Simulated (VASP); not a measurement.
# Al in VASP: single point with PBEsol

Aim: the single point of Al with PBEsol.

All numbers are computed with VASP 6.6.1; they aren't measurements. Logs are shortened: lines on timing, memory, paths and dates and some standing lists are left out, and cuts for length are marked.

## (1) The cell of the first run

The cell holds a slab with vacuum, 13 atoms: a = 4.016 Å, b = 4.918 Å, c = 25.775 Å, α = 90.00°, β = 90.00°, γ = 114.09°.

## (2) Single point, PBEsol

The input, INCAR:

```
SYSTEM = Al
PREC = Accurate
ENCUT = 520
EDIFF = 1E-7
ISMEAR = 1
SIGMA = 0.2
LREAL = .FALSE.
LASPH = .TRUE.
NELM = 60
ALGO = Normal
ISIF = 2
LWAVE = .FALSE.
LCHARG = .FALSE.
LDIPOL = .TRUE.
IDIPOL = 3
DIPOL = 0.5 0.5 0.500
GGA = PS
NBANDS = 32
ISYM = 0
```

The input, KPOINTS:

```
Automatic mesh
0
G
  10 8 1
  0 0 0
```

The input, POSCAR:

```
Al
1.0
    4.0155561815      0.0000000000      0.0000000000
   -2.0077780908      4.4895282947      0.0000000000
    0.0000000000      0.0000000000     25.7748679073
Al
13
Direct
    0.7000000000      0.4000000000      0.2909811227
    0.4000000000      0.8000000000      0.3258176022
    0.1000000000      0.2000000000      0.3606540818
    0.8000000000      0.6000000000      0.3954905613
    0.5000000000      0.0000000000      0.4303270409
    0.2000000000      0.4000000000      0.4651635204
    0.9000000000      0.8000000000      0.5000000000
    0.6000000000      0.2000000000      0.5348364796
    0.3000000000      0.6000000000      0.5696729591
    0.0000000000      0.0000000000      0.6045094387
    0.7000000000      0.4000000000      0.6393459182
    0.4000000000      0.8000000000      0.6741823978
    0.1000000000      0.2000000000      0.7090188773
```

Potentials or basis: VASP PAW PBE potentials, release 64 (Al).

Run with:

```sh
cat potpaw_PBE.64/Al/POTCAR > POTCAR
mpirun -np 1 vasp_std > vasp.out
```

OUTCAR:

```text
SYSTEM = Al
   PREC = Accurate
   ENCUT = 520
   EDIFF = 1E-7
   ISMEAR = 1
   LREAL = .FALSE.
   LASPH = .TRUE.
   NELM = 60
   ISIF = 2
   GGA = PS
   ISYM = 0

 ion  position               nearest neighbor table
   1  0.700  0.400  0.291-   4 2.84   2 2.84   2 2.84   2 2.84   3 2.84   3 2.84
   2  0.400  0.800  0.326-   1 2.84   1 2.84   1 2.84   4 2.84   4 2.84   3 2.84   3 2.84   3 2.84
                             5 2.84
   3  0.100  0.200  0.361-   6 2.84   4 2.84   4 2.84   4 2.84   1 2.84   5 2.84   1 2.84   5 2.84
                             2 2.84   2 2.84   2 2.84
   4  0.800  0.600  0.395-   1 2.84   3 2.84   3 2.84   3 2.84   6 2.84   2 2.84   6 2.84   2 2.84
                             5 2.84   5 2.84   5 2.84   7 2.84
   5  0.500  0.000  0.430-   6 2.84   6 2.84   6 2.84   7 2.84   3 2.84   7 2.84   3 2.84   4 2.84
                             4 2.84   4 2.84   8 2.84   2 2.84
   6  0.200  0.400  0.465-   3 2.84   5 2.84   5 2.84   5 2.84   4 2.84   4 2.84   7 2.84   7 2.84
                             7 2.84   9 2.84   8 2.84   8 2.84
   7  0.900  0.800  0.500-   5 2.84   9 2.84   5 2.84   9 2.84   6 2.84   8 2.84   6 2.84   8 2.84
                             8 2.84   6 2.84   4 2.84  10 2.84
   8  0.600  0.200  0.535-  11 2.84   9 2.84   9 2.84   9 2.84  10 2.84  10 2.84   7 2.84   7 2.84
                             7 2.84   5 2.84   6 2.84   6 2.84
   9  0.300  0.600  0.570-   8 2.84   8 2.84   8 2.84  11 2.84   7 2.84  11 2.84   7 2.84  10 2.84
                            10 2.84  10 2.84  12 2.84   6 2.84
  10  0.000  0.000  0.605-  13 2.84  11 2.84  11 2.84  11 2.84   8 2.84  12 2.84   8 2.84  12 2.84
                             9 2.84   9 2.84   9 2.84   7 2.84
  11  0.700  0.400  0.639-   8 2.84  10 2.84  10 2.84  10 2.84   9 2.84  13 2.84  13 2.84   9 2.84
                            12 2.84  12 2.84  12 2.84
  12  0.400  0.800  0.674-  13 2.84  13 2.84  13 2.84  10 2.84  10 2.84  11 2.84  11 2.84  11 2.84
                             9 2.84
  13  0.100  0.200  0.709-  10 2.84  12 2.84  12 2.84  12 2.84  11 2.84  11 2.84

IMPORTANT INFORMATION: All symmetrisations will be switched off!
NOSYMM: (Re-)initialisation of all symmetry stuff for point group C_1.

----------------------------------------------------------------------------------------

                                     Primitive cell

  volume of cell :     464.6681

  direct lattice vectors                    reciprocal lattice vectors
     4.015556182  0.000000000  0.000000000     0.249031505  0.111370275  0.000000000
    -2.007778091  4.489528295  0.000000000     0.000000000  0.222740550  0.000000000
     0.000000000  0.000000000 25.774867907     0.000000000  0.000000000  0.038797483

  length of vectors
     4.015556182  4.918031839 25.774867907     0.272800346  0.222740550  0.038797483

  position of ions in fractional coordinates (direct lattice)
     0.700000000  0.400000000  0.290981123
     0.400000000  0.800000000  0.325817602
     0.100000000  0.200000000  0.360654082
     0.800000000  0.600000000  0.395490561
     0.500000000  0.000000000  0.430327041
     0.200000000  0.400000000  0.465163520
     0.900000000  0.800000000  0.500000000
     0.600000000  0.200000000  0.534836480
     0.300000000  0.600000000  0.569672959
     0.000000000  0.000000000  0.604509439
     0.700000000  0.400000000  0.639345918
     0.400000000  0.800000000  0.674182398
     0.100000000  0.200000000  0.709018877

  ion indices of the primitive-cell ions
   primitive index   ion index
                 1           1
                 2           2
                 3           3
                 4           4
                 5           5
                 6           6
                 7           7
                 8           8
                 9           9
                10          10
                11          11
                12          12
                13          13

----------------------------------------------------------------------------------------

 KPOINTS: Automatic mesh

Automatic generation of k-mesh.
 Grid dimensions read from file:
 generate k-points for:   10    8    1

 Generating k-lattice:

  Cartesian coordinates                     Fractional coordinates (reciprocal lattice)
[... 29 lines left out ...]
 WARNING: IBZKPT: internal override: KBLOWUP is changed to .FALSE.
      ... skipping the blow-up phase ...

 Subroutine IBZKPT returns following result:
 ===========================================

 Found     42 irreducible k-points:

 Following reciprocal coordinates:
            Coordinates               Weight
  0.000000  0.000000  0.000000      1.000000
  0.100000  0.000000  0.000000      2.000000
  0.200000  0.000000  0.000000      2.000000
  0.300000 -0.000000  0.000000      2.000000
  0.400000 -0.000000  0.000000      2.000000
  0.500000 -0.000000  0.000000      1.000000
[... 16 lines left out ...]
 -0.400000  0.250000  0.000000      2.000000
 -0.300000  0.250000  0.000000      2.000000
 [... further k-points ...]
   k-points           NKPTS =     42   k-points in BZ     NKDIM =     42   number of bands    NBANDS=     32
   number of dos      NEDOS =    301   number of ions     NIONS =     13
   total plane-waves  NPLWV = 230400
   dimension x,y,z NGX =    30 NGY =   40 NGZ =  192
   dimension x,y,z NGXF=    60 NGYF=   80 NGZF=  384
   ions per type =              13
   NGX,Y,Z   is equivalent  to a cutoff of  12.42, 13.52, 12.38 a.u.
   NGXF,Y,Z  is equivalent  to a cutoff of  24.84, 27.04, 24.77 a.u.
 SYSTEM =  Al
   PREC   = accura    normal or accurate (medium, high low for compatibility)
   ISTART =      0    job   : 0-new  1-cont  2-samecut
   ICHARG =      2    charge: 1-file 2-atom 10-const
   ISPIN  =      1    spin polarized calculation?
   LNONCOLLINEAR =      F non collinear calculations
   LSORBIT =      F    spin-orbit coupling
   LASPH  =      T    aspherical Exc in radial PAW
   ENCUT  =  520.0 eV  38.22 Ry    6.18 a.u.   7.47  9.14 47.92*2*pi/ulx,y,z
   NELM   =     60;   NELMIN=  2; NELMDL= -5     # of ELM steps
   EDIFF  = 0.1E-06   stopping-criterion for ELM
   LREAL  =      F    real-space projection
   EDIFFG = 0.1E-05   stopping-criterion for IOM
   NSW    =      0    number of steps for IOM
   IBRION =     -1    ionic relax: 0-MD 1-quasi-New 2-CG
   NFREE  =      0    steps in history (QN), initial steepest desc. (CG)
   ISIF   =      2    stress and relaxation
   ISYM   =      0    0-nonsym 1-usesym 2-fastsym
   POTIM  = 0.5000    time-step for ionic-motion
   TEBEG  =    0.0;   TEEND  =   0.0 temperature during run
   PSTRESS=    0.0 pullay stress
   NELECT =      39.0000    total number of electrons
   NUPDOWN=      -1.0000    fix difference up-down
   EMIN   =  10.00;   EMAX   =-10.00  energy-range for DOS
   EFERMI =   0.00;   METHOD = LEGACY
   ISMEAR =     1;   SIGMA  =   0.20  broadening in eV -4-tet -1-fermi 0-gaus
   EFERMI_NEDOS =   21; number of points for ismear=-14 and -15
   IALGO  =     38    algorithm
   IMIX   =      4    mixing-type and parameters
     AMIX     =   0.40;   BMIX     =  1.00
     AMIX_MAG =   1.60;   BMIX_MAG =  1.00
  volume/ion in A,a.u.               =      35.74       241.21
  Fermi-wavevector in a.u.,A,eV,Ry     =   0.716774  1.354506  6.990191  0.513765
  Thomas-Fermi vector in A             =   1.805282
   LORBIT       =      0    0 simple, 1 ext, 2 COOP (PROOUT), +10 PAW based schemes
   GGA     = PS    functional components
   LHFCALC =     F    Hartree Fock is set to
   AEXX    =    0.0000 exact exchange contribution
   IVDW    =     0    specifies the selected vdW correction
   LEPSILON=     F    determine dielectric tensor
   LRPA    =     F    only Hartree local field effects (RPA)
 non-spin polarized calculation
 Methfessel and Paxton  Order N= 1 SIGMA  =   0.20
  energy-cutoff  :      520.00
  volume of cell :      464.67
 maximum number of plane-waves:     12612
 NGX is ok and might be reduce to    30
   NGX = 15   NGY = 19   NGZ = 95

 dipolmoment           0.000000      0.000000      0.000001 electrons x Angstroem

 number of electron      39.0000000 magnetization

 dipolmoment           0.000000      0.000000     -0.000001 electrons x Angstroem

 Free energy of the ion-electron system (eV)
  ---------------------------------------------------
  ext. energy  EPLUGINS =         0.00000000
  ---------------------------------------------------
  free energy    TOTEN  =       -50.42447128 eV

  energy without entropy =      -50.41181825  energy(sigma->0) =      -50.42025360

 E-fermi :   1.4264     XC(G=0):  -5.5155

 val. band max:        1.4238734026   @ k =   0.3000  -0.0000   0.0000
 cond. band min:       1.4276474885   @ k =   0.1000   0.0000   0.0000
 fundamental gap:      0.0037740859
 Fermi energy:         1.4264204644

 k-point     1 :       0.0000    0.0000    0.0000
  band No.  band energies     occupation
      1      -9.5870      2.00000
      2      -8.8274      2.00000
      3      -7.6349      2.00000
      4      -6.0753      2.00000
      5      -4.2657      2.00000
      6      -2.4977      2.00000
[... 805 lines left out ...]
     30       4.4100     -0.00000
     31       4.7705     -0.00000

 [... further k-points ...]

 [bands above 31 left out]

------------------------ aborting loop because EDIFF is reached ----------------------------------------

 vacuum level on the upper side and lower side of the slab       (xc-potential included)        -0.077        -0.078

  FORCE on cell =-STRESS in cart. coord.  units (eV):
  Direction    XX          YY          ZZ          XY          YZ          ZX
  --------------------------------------------------------------------------------------
  -------------------------------------------------------------------------------------
  Total       -3.0458724     -3.6859915      0.1488482      0.0774277      0.0016683      0.0268441
  in kB      -10.5021792    -12.7093121      0.5132291      0.2669709      0.0057523      0.0925586
  external PRESSURE =      -7.5660874 kB  Pullay stress =       0.0000000 kB

 VOLUME and BASIS-vectors are now :
 -----------------------------------------------------------------------------
  energy-cutoff  :      520.00
  volume of cell :      464.67
      direct lattice vectors                 reciprocal lattice vectors
     4.015556182  0.000000000  0.000000000     0.249031505  0.111370275  0.000000000
    -2.007778091  4.489528295  0.000000000     0.000000000  0.222740550  0.000000000
     0.000000000  0.000000000 25.774867907     0.000000000  0.000000000  0.038797483

 POSITION                                       TOTAL-FORCE (eV/Angst)
 -----------------------------------------------------------------------------------
      2.00778      1.79581      7.50000        -0.004160     -0.045198      0.314655
     -0.00000      3.59162      8.39791        -0.001266      0.084985     -0.289006
     -0.00000      0.89791      9.29581        -0.001684     -0.025414     -0.074811
      2.00778      2.69372     10.19372         0.011131      0.017171     -0.048798
      2.00778      0.00000     11.09162        -0.000028     -0.019242     -0.017713
     -0.00000      1.79581     11.98953        -0.010261     -0.066124     -0.049536
      2.00778      3.59162     12.88743        -0.000000     -0.000000     -0.000000
      2.00778      0.89791     13.78534         0.010261      0.066125      0.049536
     -0.00000      2.69372     14.68325         0.000028      0.019242      0.017713
      0.00000      0.00000     15.58115        -0.011131     -0.017171      0.048798
      2.00778      1.79581     16.47906         0.001684      0.025414      0.074811
     -0.00000      3.59162     17.37696         0.001266     -0.084985      0.289006
     -0.00000      0.89791     18.27487         0.004160      0.045198     -0.314654
 -----------------------------------------------------------------------------------
    total drift:                               -0.000000     -0.000000     -0.000003

  FREE ENERGIE OF THE ION-ELECTRON SYSTEM (eV)
  ---------------------------------------------------
  free  energy   TOTEN  =       -50.4244712771 eV

  energy  without entropy=      -50.4118182465  energy(sigma->0) =      -50.42025360

 vacuum level on the upper side and lower side of the slab         5.603         5.602
```

It took 21 min on 1 thread of Intel Xeon Platinum 8259CL at 2.50GHz (Skylake/Cascade Lake), shared host; peak memory 0.78 GiB.

Results:

```
Free energy            : -50.4245 eV
Largest force          : 0.318 eV/Å
Band gap on the k mesh : zero (an odd number of electrons rules out a gap without spin polarisation)
```

Forces in eV/Å, atoms in the order of the input:
```
Al  -0.004 -0.045  0.315
Al  -0.001  0.085 -0.289
Al  -0.002 -0.025 -0.075
Al   0.011  0.017 -0.049
Al   0.000 -0.019 -0.018
Al  -0.010 -0.066 -0.050
Al   0.000  0.000  0.000
Al   0.010  0.066  0.050
Al   0.000  0.019  0.018
Al  -0.011 -0.017  0.049
Al   0.002  0.025  0.075
Al   0.001 -0.085  0.289
Al   0.004  0.045 -0.315
```

Caveat: the PAW data sets were made with another functional, which shifts forces and pressure a little.
